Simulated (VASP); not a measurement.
Write the native input for VASP 6.6.1 that does the following.

```yaml
Task: single point
Functional: PBE
Potentials_or_basis: VASP PAW PBE potentials, release 64 (As_d)
Cutoff: 600 eV
k_mesh: 4 × 4 × 4
Occupations: fermi-dirac, width 0.15 eV
Spin: no spin polarisation
Dipole_correction: no
Second_run: valence_matched
Further_INCAR_settings: ALGO = Normal; EDIFF = 1e-06; NBANDS = 14
```

The structure of As lies in POSCAR:

```
As
1.0
    0.0000000000      2.1290000000      2.1290000000
    2.1290000000      0.0000000000      2.1290000000
    2.1290000000      2.1290000000      0.0000000000
As
1
Direct
    0.0000000000      0.0000000000      0.0000000000
```

One way to write it, as run:

INCAR

```
PREC = Accurate
ENCUT = 600
EDIFF = 1E-6
ISMEAR = -1
SIGMA = 0.15
LREAL = False
LASPH = True
NELM = 120
ALGO = Normal
ISIF = 2
LWAVE = False
LCHARG = True
GGA = PE
LELF = True
LVHAR = True
NBANDS = 14
GGA_COMPAT = False
```

KPOINTS

```
Automatic mesh
0
Gamma
  4 4 4
```

Potentials or basis: VASP PAW PBE potentials, release 64 (As_d).

Run with:

```bash
$ cat potpaw_PBE.64/As_d/POTCAR > POTCAR
$ mpirun -np 1 vasp_std > vasp.out
```

Results of the run:

The pressure is -2.9 GPa.

Caveat: the k points lie up to 0.64 Å⁻¹ apart.

It took 4.8 s on 1 thread of AMD EPYC 7R43 64-Core Processor (Zen 3), on a shared host, peak memory 0.1 GiB.
